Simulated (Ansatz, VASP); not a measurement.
**ZrB2: VASP beside Ansatz**

Contents of INCAR:

```
SYSTEM = ZrB2
  PREC = Accurate
  ENCUT = 600
  EDIFF = 1E-6
  ISMEAR = 0
  SIGMA = 0.1
  LREAL = .FALSE.
  LASPH = .TRUE.
  NELM = 80
  ALGO = Normal
  ISIF = 3
  LWAVE = .FALSE.
  LCHARG = .FALSE.
  GGA = PS
  IBRION = 2
  NSW = 100
  EDIFFG = -0.002
```

KPOINTS

```
Automatic mesh
0
G
  12 12 10
  0 0 0
```

File POSCAR:

```
ZrB2
1.0
    3.1675246600      0.0000000000      0.0000000000
   -1.5837623300      2.7431568200      0.0000000000
    0.0000000000      0.0000000000      3.5523880600
Zr B
1 2
Direct
    0.0000000000      0.0000000000      0.0000000000
    0.3333333300      0.6666666700      0.5000000000
    0.6666666700      0.3333333300      0.5000000000
```

Input for Ansatz:

```yaml
crystal:
  lattice:
    - [3.16752466, 0.0, 0.0]
    - [-1.58376233, 2.74315682, 0.0]
    - [0.0, 0.0, 3.55238806]
  atoms:
    - { symbol: Zr, position: [0.0, 0.0, 0.0] }
    - { symbol: B, position: [0.33333333, 0.66666667, 0.5] }
    - { symbol: B, position: [0.66666667, 0.33333333, 0.5] }
basis:
  ecutwfc: 420
kpoints:
  mp_grid: { grid: [12, 12, 10] }
hamiltonian:
  xc: pbesol
  pseudopotentials: { kind: paw, azcp: { folder: soft_1 } }
scf:
  occupations: { method: gaussian, width: 0.1 }
output:
  forces: true
  stress: true
  eigenvalues: true
  write_density: true
  write_potential: true
  elf: true
  volumetric_format: npy
relax:
  adjacent_minimum: "off"
  f_tol: 0.002
  max_steps: 80
  cell: { stress_tol: 0.02 }
```

Alike in both runs: task relaxation of cell and atoms; functional PBEsol; k mesh 12 × 12 × 10; occupations gaussian, width 0.1 eV; no spin polarisation.

```csv
,VASP,Ansatz
version,VASP 6.6.1,Ansatz 0.2.0
potentials or method,"VASP PAW PBE potentials, release 64 (Zr_sv, B), cutoff 600 eV","scalar-relativistic, plane waves, PAW"
valence electrons in the cell,18,18
```

```csv
,VASP,Ansatz,Ansatz less VASP
"gap on the k mesh at the Fermi level, each at its own relaxed structure (eV)",none,none,-
relaxed volume (Å³/atom),10.09,10.08,-0.012
relaxed cell length with the largest relative difference (Å),3.510,3.508,-0.0016
```

VASP's potentials were made for PBE, not for PBEsol, and Ansatz warns of the same on its side. A gap of «none» marks a metal or a gap that the smearing closes.
